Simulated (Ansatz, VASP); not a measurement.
# MgBe2SO2 in VASP and in Ansatz

```
Mg Be S O
1.0
     3.35115    0.00000    0.00000
     0.00000    3.35115    0.00000
     0.00000    0.00000    8.81312
Mg Be S O
1 2 1 2
Direct
  0.00000 0.00000 0.00000
  0.50000 0.50000 0.00000
  0.00000 0.00000 0.50000
  0.50000 0.50000 0.50000
  0.50000 0.00000 0.92058
  0.00000 0.50000 0.07942
```

Change from the starting cell: species swapped into the Li2MgCdP2 type (P-4m2, No. 115).

Alike in both runs: task relaxation of cell and atoms; functional PBE; k mesh 10 × 10 × 4; occupations gaussian, width 0.01 eV; no spin polarisation.

|  | VASP | Ansatz |
| --- | --- | --- |
| version | VASP 6.6.1 | Ansatz 0.2.0 |
| potentials or method | VASP PAW PBE potentials, release 64 (Mg, Be, S, O), cutoff 600 eV | scalar-relativistic, plane waves, PAW |
| valence electrons in the cell | 24 | 32 |

|  | VASP | Ansatz | Ansatz less VASP |
| --- | --- | --- | --- |
| gap on the k mesh at the Fermi level, each at its own relaxed structure (eV) | 0.28 | 0.28 | -0.001 |
| relaxed volume (Å³/atom) | 17.58 | 18.20 | +0.620 |
| relaxed cell length with the largest relative difference (Å) | 9.410 | 9.750 | +0.3401 |

VASP's potentials hold 24 valence electrons a cell and Ansatz's 32, so a difference there can come from the potentials and not from the codes.
